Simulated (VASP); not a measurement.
A run of VASP 6.6.1 is set up as follows.

Contents of INCAR:

```
SYSTEM = KF
ALGO = Normal ; EDIFF = 1E-8
ENCUT = 520 ; GGA = PE
GGA_COMPAT = .FALSE. ; ISIF = 2
ISMEAR = -1 ; LASPH = .TRUE.
LCHARG = .FALSE. ; LEFG = .TRUE.
LREAL = .FALSE. ; LWAVE = .FALSE.
NBANDS = 15 ; NELM = 120
PREC = Accurate ; SIGMA = 0.05
```

KPOINTS

```
k-points
0
G
  11 11 11
  0 0 0
```

The input POSCAR:

```
KF
1.0
    0.0000000000      2.9945032571      2.9945032571
    2.9945032571      0.0000000000      2.9945032571
    2.9945032571      2.9945032571      0.0000000000
K F
1 1
Direct
    0.0000000000      0.0000000000      0.0000000000
    0.2500000000      0.2500000000      0.2500000000
```

Potentials or basis: VASP PAW PBE potentials, release 64 (K_sv, F).

The run is started by

```sh
$ cat potpaw_PBE.64/K_sv/POTCAR potpaw_PBE.64/F/POTCAR > POTCAR
$ mpirun -np 1 vasp_std > vasp.out
```

Task: Predict the pressure.

Result: -0.4 GPa.

Task: Estimate the band gap on the k mesh.

Result: 5.00 eV (least direct gap 5.16 eV).

Caveat: an odd mesh through Γ misses points on the zone boundary, where band edges can lie.
